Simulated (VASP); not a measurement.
# KSnS3 (P4/mmm) in VASP: a series of runs

KSnS3 is run at these levels: PBE; tasks: single point, relaxation of cell and atoms.

All numbers are computed with VASP 6.6.1; they aren't measurements. Logs are shortened: lines on timing, memory, paths and dates and some standing lists are left out, and cuts for length are marked.

**1. The cell of the first run**

The structure is tetragonal, space group P4/mmm (No. 123). The conventional cell has a = 4.018 Å, b = 4.018 Å, c = 10.299 Å, α = 90.00°, β = 90.00°, γ = 90.00°. K (site symmetry 4/mmm) has 2 S at 2.87 Å within 3.8 Å. Within 3.7 Å of Sn (site symmetry 4/mmm) lie 12 S at 2.84 to 3.64 Å. Within 3.0 Å of S (site symmetry 4mm) lie 1 S at 2.28 Å and 1 K at 2.87 Å. S (site symmetry 4/mmm) has 2 S at 2.28 Å and 4 Sn at 2.84 Å within 3.0 Å.

**2. Single point, PBE**

INCAR

```
  PREC = Accurate
  ENCUT = 520
  EDIFF = 1E-6
  ISMEAR = 0
  SIGMA = 0.1
  LREAL = False
  LASPH = True
  NELM = 60
  ALGO = Normal
  ISIF = 2
  LWAVE = False
  LCHARG = False
  GGA = PE
  NBANDS = 28
```

KPOINTS

```
regular mesh
0
Gamma
  4 4 2
```

POSCAR

```
KSnS3
1.0
    4.0181904735      0.0000000000      0.0000000000
    0.0000000000      4.0181904735      0.0000000000
    0.0000000000      0.0000000000     10.2988209186
K Sn S
1 1 3
Direct
    0.5000000000      0.5000000000      0.0000000000
    0.0000000000      0.0000000000      0.5000000000
    0.5000000000      0.5000000000      0.2783651374
    0.5000000000      0.5000000000      0.7216348626
    0.5000000000      0.5000000000      0.5000000000
```

Potentials or basis: VASP PAW PBE potentials, release 64 (K_sv, Sn_d, S).

Launch:

```console
$ cat potpaw_PBE.64/K_sv/POTCAR potpaw_PBE.64/Sn_d/POTCAR potpaw_PBE.64/S/POTCAR > POTCAR
$ mpirun -np 1 vasp_std > vasp.out
```

OUTCAR:

```text
PREC = Accurate
   ENCUT = 520
   EDIFF = 1E-6
   ISMEAR = 0
   LREAL = False
   LASPH = True
   NELM = 60
   ISIF = 2
   GGA = PE

 ion  position               nearest neighbor table
   1  0.500  0.500  0.000-   3 2.87   4 2.87
   2  0.000  0.000  0.500-   5 2.84   5 2.84   5 2.84   5 2.84
   3  0.500  0.500  0.278-   5 2.28   1 2.87
   4  0.500  0.500  0.722-   5 2.28   1 2.87
   5  0.500  0.500  0.500-   3 2.28   4 2.28   2 2.84   2 2.84   2 2.84   2 2.84

  LATTYP: Found a simple tetragonal cell.
 ALAT       =     4.0181904735
 C/A-ratio  =     2.5630494588

  Lattice vectors:

 A1 = (   4.0181904735,   0.0000000000,   0.0000000000)
 A2 = (   0.0000000000,   4.0181904735,   0.0000000000)
 A3 = (   0.0000000000,   0.0000000000,  10.2988209186)

Analysis of symmetry for initial positions (statically):
=====================================================================
 Subroutine PRICEL returns:
 Original cell was already a primitive cell.

 Routine SETGRP: Setting up the symmetry group for a
 simple tetragonal supercell.

 Subroutine GETGRP returns: Found 16 space group operations
 (whereof 16 operations were pure point group operations)
 out of a pool of 16 trial point group operations.

The static configuration has the point symmetry D_4h.

Analysis of symmetry for dynamics (positions and initial velocities):
=====================================================================
 Subroutine PRICEL returns:
 Original cell was already a primitive cell.

 Routine SETGRP: Setting up the symmetry group for a
 simple tetragonal supercell.

 Subroutine GETGRP returns: Found 16 space group operations
 (whereof 16 operations were pure point group operations)
 out of a pool of 16 trial point group operations.

The dynamic configuration has the point symmetry D_4h.

 Subroutine INISYM returns: Found 16 space group operations
 (whereof 16 operations are pure point group operations),
 and found     1 'primitive' translations

----------------------------------------------------------------------------------------

                                     Primitive cell

  volume of cell :     166.2833

  direct lattice vectors                    reciprocal lattice vectors
     4.018190473  0.000000000  0.000000000     0.248868242  0.000000000  0.000000000
     0.000000000  4.018190473  0.000000000     0.000000000  0.248868242  0.000000000
     0.000000000  0.000000000 10.298820919     0.000000000  0.000000000  0.097098494

  length of vectors
     4.018190473  4.018190473 10.298820919     0.248868242  0.248868242  0.097098494

  position of ions in fractional coordinates (direct lattice)
     0.500000000  0.500000000  0.000000000
     0.000000000  0.000000000  0.500000000
     0.500000000  0.500000000  0.278365137
     0.500000000  0.500000000  0.721634863
     0.500000000  0.500000000  0.500000000

  ion indices of the primitive-cell ions
   primitive index   ion index
                 1           1
                 2           2
                 3           3
                 4           4
                 5           5

----------------------------------------------------------------------------------------

 KPOINTS: regular mesh

Automatic generation of k-mesh.
 Grid dimensions read from file:
 generate k-points for:    4    4    2

 Generating k-lattice:

  Cartesian coordinates                     Fractional coordinates (reciprocal lattice)
     0.062217061  0.000000000  0.000000000     0.250000000  0.000000000  0.000000000
     0.000000000  0.062217061  0.000000000     0.000000000  0.250000000  0.000000000
     0.000000000  0.000000000  0.048549247     0.000000000  0.000000000  0.500000000

  Length of vectors
     0.062217061  0.062217061  0.048549247

  Shift w.r.t. Gamma in fractional coordinates (k-lattice)
     0.000000000  0.000000000  0.000000000

 Subroutine IBZKPT returns following result:
 ===========================================

 Found     12 irreducible k-points:

 Following reciprocal coordinates:
            Coordinates               Weight
  0.000000  0.000000  0.000000      1.000000
  0.250000  0.000000  0.000000      4.000000
  0.500000  0.000000  0.000000      2.000000
  0.250000  0.250000  0.000000      4.000000
  0.500000  0.250000  0.000000      4.000000
  0.500000  0.500000  0.000000      1.000000
  0.000000  0.000000  0.500000      1.000000
  0.250000  0.000000  0.500000      4.000000
  0.500000  0.000000  0.500000      2.000000
  0.250000  0.250000  0.500000      4.000000
  0.500000  0.250000  0.500000      4.000000
  0.500000  0.500000  0.500000      1.000000
   k-points           NKPTS =     12   k-points in BZ     NKDIM =     12   number of bands    NBANDS=     28
   number of dos      NEDOS =    301   number of ions     NIONS =      5
   total plane-waves  NPLWV =  72000
   dimension x,y,z NGX =    30 NGY =   30 NGZ =   80
   dimension x,y,z NGXF=    60 NGYF=   60 NGZF=  160
   ions per type =               1   1   3
   NGX,Y,Z   is equivalent  to a cutoff of  12.41, 12.41, 12.91 a.u.
   NGXF,Y,Z  is equivalent  to a cutoff of  24.82, 24.82, 25.83 a.u.
 SYSTEM =  unknown system
   PREC   = accura    normal or accurate (medium, high low for compatibility)
   ISTART =      0    job   : 0-new  1-cont  2-samecut
   ICHARG =      2    charge: 1-file 2-atom 10-const
   ISPIN  =      1    spin polarized calculation?
   LNONCOLLINEAR =      F non collinear calculations
   LSORBIT =      F    spin-orbit coupling
   LASPH  =      T    aspherical Exc in radial PAW
   ENCUT  =  520.0 eV  38.22 Ry    6.18 a.u.   7.47  7.47 19.15*2*pi/ulx,y,z
   NELM   =     60;   NELMIN=  2; NELMDL= -5     # of ELM steps
   EDIFF  = 0.1E-05   stopping-criterion for ELM
   LREAL  =      F    real-space projection
   EDIFFG = 0.1E-04   stopping-criterion for IOM
   NSW    =      0    number of steps for IOM
   IBRION =     -1    ionic relax: 0-MD 1-quasi-New 2-CG
   NFREE  =      0    steps in history (QN), initial steepest desc. (CG)
   ISIF   =      2    stress and relaxation
   ISYM   =      2    0-nonsym 1-usesym 2-fastsym
   POTIM  = 0.5000    time-step for ionic-motion
   TEBEG  =    0.0;   TEEND  =   0.0 temperature during run
   PSTRESS=    0.0 pullay stress
   NELECT =      41.0000    total number of electrons
   NUPDOWN=      -1.0000    fix difference up-down
   EMIN   =  10.00;   EMAX   =-10.00  energy-range for DOS
   EFERMI =   0.00;   METHOD = LEGACY
   ISMEAR =     0;   SIGMA  =   0.10  broadening in eV -4-tet -1-fermi 0-gaus
   EFERMI_NEDOS =   21; number of points for ismear=-14 and -15
   IALGO  =     38    algorithm
   IMIX   =      4    mixing-type and parameters
     AMIX     =   0.40;   BMIX     =  1.00
     AMIX_MAG =   1.60;   BMIX_MAG =  1.00
  volume/ion in A,a.u.               =      33.26       224.43
  Fermi-wavevector in a.u.,A,eV,Ry     =   1.026565  1.939927 14.338315  1.053836
  Thomas-Fermi vector in A             =   2.160465
   LORBIT       =      0    0 simple, 1 ext, 2 COOP (PROOUT), +10 PAW based schemes
   GGA     = PE    functional components
   LHFCALC =     F    Hartree Fock is set to
   AEXX    =    0.0000 exact exchange contribution
   IVDW    =     0    specifies the selected vdW correction
   LEPSILON=     F    determine dielectric tensor
   LRPA    =     F    only Hartree local field effects (RPA)
 non-spin polarized calculation
 Gauss-broadening in eV      SIGMA  =   0.10
  energy-cutoff  :      520.00
  volume of cell :      166.28
 maximum number of plane-waves:      4519
 NGX is ok and might be reduce to    30
   NGX = 15   NGY = 15   NGZ = 39

 number of electron      41.0000008 magnetization

 Free energy of the ion-electron system (eV)
  ---------------------------------------------------
  ext. energy  EPLUGINS =         0.00000000
  ---------------------------------------------------
  free energy    TOTEN  =       -16.77315846 eV

  energy without entropy =      -16.76912765  energy(sigma->0) =      -16.77114305

 E-fermi :   2.0718     XC(G=0):  -7.6131

 val. band max:        1.9608509388   @ k =   0.5000   0.0000   0.0000
 cond. band min:       2.1674157128   @ k =   0.0000   0.0000   0.5000
 fundamental gap:      0.2065647740
 Fermi energy:         2.0717513461

 k-point     1 :       0.0000    0.0000    0.0000
  band No.  band energies     occupation
      1     -29.1867      2.00000
      2     -19.8415      2.00000
      3     -19.7988      2.00000
      4     -19.7988      2.00000
      5     -19.7721      2.00000
      6     -19.7541      2.00000
[... 20 lines left out ...]
     27       7.4999      0.00000
     28       7.4999      0.00000

 k-point     2 :       0.2500    0.0000    0.0000
  band No.  band energies     occupation
      1     -29.1816      2.00000
      2     -19.8346      2.00000
      3     -19.8026      2.00000
      4     -19.7984      2.00000
      5     -19.7623      2.00000
      6     -19.7609      2.00000
[... 20 lines left out ...]
     27       6.4320      0.00000
     28       6.9421      0.00000

 k-point     3 :       0.5000    0.0000    0.0000
  band No.  band energies     occupation
      1     -29.1765      2.00000
      2     -19.8287      2.00000
      3     -19.8064      2.00000
      4     -19.7980      2.00000
      5     -19.7676      2.00000
      6     -19.7514      2.00000
[... 20 lines left out ...]
     27       5.8850      0.00000
     28       6.7499      0.00000

 k-point     4 :       0.2500    0.2500    0.0000
  band No.  band energies     occupation
      1     -29.1766      2.00000
      2     -19.8282      2.00000
      3     -19.8022      2.00000
      4     -19.8018      2.00000
      5     -19.7718      2.00000
      6     -19.7532      2.00000
[... 206 lines left out ...]
     27       6.7523      0.00000
     28       7.2937      0.00000

 k-point    11 :       0.5000    0.2500    0.5000
  band No.  band energies     occupation
      1     -29.1715      2.00000
      2     -19.8226      2.00000
      3     -19.8056      2.00000
      4     -19.8014      2.00000
      5     -19.7829      2.00000
      6     -19.7431      2.00000
[... 20 lines left out ...]
     27       6.4859      0.00000
     28       7.0386      0.00000

 k-point    12 :       0.5000    0.5000    0.5000
  band No.  band energies     occupation
      1     -29.1666      2.00000
      2     -19.8175      2.00000
      3     -19.8048      2.00000
      4     -19.8048      2.00000
      5     -19.7980      2.00000
      6     -19.7337      2.00000
[... 20 lines left out ...]
     27       7.4463      0.00000
     28       7.4466      0.00000

------------------------ aborting loop because EDIFF is reached ----------------------------------------

  FORCE on cell =-STRESS in cart. coord.  units (eV):
  Direction    XX          YY          ZZ          XY          YZ          ZX
  --------------------------------------------------------------------------------------
  -------------------------------------------------------------------------------------
  Total       -0.0281085     -0.0281085      0.0223301      0.0000000      0.0000000      0.0000000
  in kB       -0.2708314     -0.2708314      0.2151559      0.0000000      0.0000000      0.0000000
  external PRESSURE =      -0.1088356 kB  Pullay stress =       0.0000000 kB

 VOLUME and BASIS-vectors are now :
 -----------------------------------------------------------------------------
  energy-cutoff  :      520.00
  volume of cell :      166.28
      direct lattice vectors                 reciprocal lattice vectors
     4.018190473  0.000000000  0.000000000     0.248868242  0.000000000  0.000000000
     0.000000000  4.018190473  0.000000000     0.000000000  0.248868242  0.000000000
     0.000000000  0.000000000 10.298820919     0.000000000  0.000000000  0.097098494

 POSITION                                       TOTAL-FORCE (eV/Angst)
 -----------------------------------------------------------------------------------
      2.00910      2.00910      0.00000         0.000000      0.000000      0.000000
      0.00000      0.00000      5.14941         0.000000      0.000000      0.000000
      2.00910      2.00910      2.86683         0.000000      0.000000      0.030878
      2.00910      2.00910      7.43199         0.000000     -0.000000     -0.030878
      2.00910      2.00910      5.14941         0.000000      0.000000      0.000000
 -----------------------------------------------------------------------------------
    total drift:                                0.000000      0.000000     -0.000000

  FREE ENERGIE OF THE ION-ELECTRON SYSTEM (eV)
  ---------------------------------------------------
  free  energy   TOTEN  =       -16.7731584575 eV

  energy  without entropy=      -16.7691276508  energy(sigma->0) =      -16.77114305
```

Run time: 100 s. Hardware: 1 thread of AMD EPYC 7R13 (Zen 3), shared host; peak memory 0.24 GiB.

What came out:

```yaml
Free_energy: -16.7732 eV
Pressure: 0.0 GPa
Largest_force: 0.031 eV/Å
```

Forces on the atoms (eV/Å):
```
K    0.000  0.000  0.000
Sn   0.000  0.000  0.000
S    0.000  0.000  0.031
S    0.000  0.000 -0.031
S    0.000  0.000  0.000
```

Caveat: the k points lie up to 0.39 Å⁻¹ apart; spin-orbit coupling is left out, which moves the levels of the heavy elements.

**3. Relaxation of cell and atoms, PBE**

This run uses another cell than the first one, of 27.48 Å³/atom, 0.826 times its volume.

INCAR

```
PREC = Accurate ; ENCUT = 600
EDIFF = 1E-7 ; ISMEAR = 0
SIGMA = 0.1 ; LREAL = False
LASPH = True ; NELM = 60
ALGO = Normal ; ISIF = 3
LWAVE = False ; LCHARG = False
GGA = PE ; IBRION = 2
NSW = 90 ; EDIFFG = -0.04
```

KPOINTS is that of step 2.

POSCAR

```
KSnS3
1.0
    4.0432609700      0.0000000000      0.0000000000
    0.0000000000      4.0432609700      0.0000000000
    0.0000000000      0.0000000000      8.4062390000
K Sn S
1 1 3
Direct
    0.5000000000      0.5000000000      0.0000000000
    0.0000000000      0.0000000000      0.5000000000
    0.5000000000      0.5000000000      0.2602356600
    0.5000000000      0.5000000000      0.7397643400
    0.5000000000      0.5000000000      0.5000000000
```

Potentials or basis: VASP PAW PBE potentials, release 64 (K_sv, Sn_d, S).

Launch:

```console
$ cat potpaw_PBE.64/K_sv/POTCAR potpaw_PBE.64/Sn_d/POTCAR potpaw_PBE.64/S/POTCAR > POTCAR
$ mpirun -np 1 vasp_std > vasp.out
```

It took 7.2 min on 1 thread of Oxide Virtual Turin-like, shared host; peak memory 0.25 GiB.

Results (log left out):

* Free energy: -16.7681 eV
* Relaxed volume: 33.26 Å³/atom
* Relaxed cell: a = 4.018 Å, b = 4.018 Å, c = 10.304 Å, α = 90.00°, β = 90.00°, γ = 90.00°
* Space group after relaxing (to 0.05 Å): P4/mmm (No. 123)
* Energy gained by relaxing: 670.5 meV/atom
* Ionic steps: 11
* Pressure after relaxing: 0.0 GPa
* Largest force after relaxing: 0.014 eV/Å

Forces on the atoms (eV/Å):
```
K    0.000  0.000  0.000
Sn   0.000  0.000  0.000
S    0.000  0.000  0.014
S    0.000  0.000 -0.014
S    0.000  0.000  0.000
```

Step by step:
| step | energy change (eV) | largest force (eV/Å) | pressure (GPa) | volume (Å³) |
| --- | --- | --- | --- | --- |
| 1 | 0.0000 | 1.1514 | 14.40 | 137.42 |
| 2 | -2.4636 | 1.1291 | -3.25 | 186.53 |
| 3 | -3.1386 | 1.4829 | -0.11 | 165.96 |
| 4 | -3.1435 | 1.4395 | -0.68 | 168.14 |
| 5 | -3.1447 | 1.4538 | -0.49 | 167.38 |
| 6 | -3.2945 | 0.7831 | -0.24 | 166.01 |
| 7 | -3.3510 | 0.0058 | 0.28 | 164.55 |
| 8 | -3.3510 | 0.0370 | 0.25 | 164.60 |
| 9 | -3.3522 | 0.0570 | -0.01 | 165.96 |
| 10 | -3.3522 | 0.0550 | 0.02 | 165.84 |
| 11 | -3.3526 | 0.0136 | -0.01 | 166.32 |

Final structure:
```yaml
crystal:
  lattice:
    - [4.01766, 0.00000, 0.00000]
    - [0.00000, 4.01766, 0.00000]
    - [0.00000, 0.00000, 10.30407]
  atoms:
    - { symbol: K, position: [0.50000, 0.50000, 0.00000] }
    - { symbol: Sn, position: [0.00000, 0.00000, 0.50000] }
    - { symbol: S, position: [0.50000, 0.50000, 0.27853] }
    - { symbol: S, position: [0.50000, 0.50000, 0.72147] }
    - { symbol: S, position: [0.50000, 0.50000, 0.50000] }
```

Levels at points of the mesh, in eV from the Fermi level:
| k point | band 18 | band 19 | band 20 | band 21 | band 22 | band 23 |
| --- | --- | --- | --- | --- | --- | --- |
| (0.00, 0.00, 0.00) | -0.70 | -0.70 | 0.15 | 0.15 | 0.94 | 1.18 |
| (0.50, 0.00, 0.00) | -1.08 | -0.53 | -0.11 | 0.38 | 0.72 | 1.79 |
| (0.50, 0.50, 0.00) | -1.90 | -0.94 | -0.94 | -0.76 | 1.19 | 2.96 |
| (0.00, 0.00, 0.50) | -0.67 | -0.67 | 0.10 | 0.10 | 0.46 | 1.28 |
| (0.50, 0.00, 0.50) | -0.64 | -0.49 | -0.11 | 0.33 | 0.78 | 1.79 |
| (0.50, 0.50, 0.50) | -1.87 | -0.99 | -0.99 | -0.32 | 1.17 | 3.09 |

Caveat: the k points lie up to 0.39 Å⁻¹ apart in the final cell; the volume moved by over 15 % at a fixed basis, so the end points are rough; spin-orbit coupling is left out, which moves the levels of the heavy elements.
